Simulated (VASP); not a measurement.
SiS2: relaxation of the atoms with PBE

The system is SiS2.

```
Si S
1.0
    -2.87469    4.91045    2.77435
     2.87469   -4.91045    2.77435
     2.87469    4.91045   -2.77435
Si S
2 4
Cartesian
  0.0000 0.0000 4.1615
  0.0000 0.0000 1.3872
  1.7166 3.7785 2.7744
  1.1581 1.1319 0.0000
  1.7166 6.0424 0.0000
  1.1581 -1.1319 2.7744
```

- Program: VASP 6.6.1
- Task: relaxation of the atoms
- Functional: PBE
- Potentials or basis: VASP PAW PBE potentials, release 64 (Si, S)
- Cutoff: 450 eV
- k mesh: 8 × 8 × 8
- Occupations: fermi-dirac, width 0.01 eV
- Spin: no spin polarisation
- Dipole correction: no
- Further INCAR settings: ALGO = Normal; EDIFF = 1e-07; IBRION = 2; EDIFFG = -0.02; NSW = 80

* Energy gained by relaxing: 1.2 meV/atom
* Ionic steps: 2
* Pressure after relaxing: 0.9 GPa
* Largest force after relaxing: 0.007 eV/Å
* Band gap on the k mesh: 2.86 eV (least direct gap 3.10 eV)

Forces in eV/Å, atoms in the order of the input:
```
Si   0.000  0.000  0.000
Si   0.000  0.000  0.000
S    0.002  0.007  0.000
S   -0.002 -0.007  0.000
S    0.002 -0.007  0.000
S   -0.002  0.007  0.000
```

Stress tensor (GPa, compression positive):
```
0.74 0.00 0.00
0.00 0.84 0.00
0.00 0.00 1.00
```

The path:
| step | energy change (eV) | largest force (eV/Å) | pressure (GPa) |
| --- | --- | --- | --- |
| 1 | 0.0000 | 0.2821 | 1.74 |
| 2 | -0.0074 | 0.0069 | 0.86 |

Final structure:
```xyz
6
Lattice="-2.8747 4.9105 2.7744 2.8747 -4.9105 2.7744 2.8747 4.9105 -2.7744" Properties=species:S:1:pos:R:3 pbc="T T T"
Si    2.8747    4.9105    1.3872
Si    2.8747    4.9105   -1.3872
S     1.7067    3.7691    2.7744
S     1.1680    1.1413    0.0000
S     1.7067    6.0518    0.0000
S     1.1680   -1.1413    2.7744
```

Levels at points of the mesh, in eV from the valence-band top:
| k point | band 14 | band 15 | band 16 | band 17 | band 18 | band 19 |
| --- | --- | --- | --- | --- | --- | --- |
| (0.00, 0.00, 0.00) | -0.85 | -0.76 | -0.40 | 3.69 | 3.99 | 4.02 |
| (0.50, 0.00, 0.00) | -1.15 | -0.69 | -0.69 | 3.44 | 3.44 | 4.99 |
| (0.00, 0.50, 0.00) | -0.89 | -0.65 | -0.65 | 3.36 | 3.36 | 4.72 |
| (0.50, 0.50, 0.00) | -1.32 | -1.03 | -0.02 | 3.95 | 4.65 | 4.87 |
| (0.50, 0.50, 0.50) | -1.87 | -1.38 | -0.17 | 2.93 | 4.05 | 4.34 |

Run time: 94 s on 4 MPI ranks on Intel(R) Xeon(R) Platinum 8488C (Sapphire Rapids) (shared host), peak memory 0.45 GiB a rank.

A k mesh can miss the band edges.
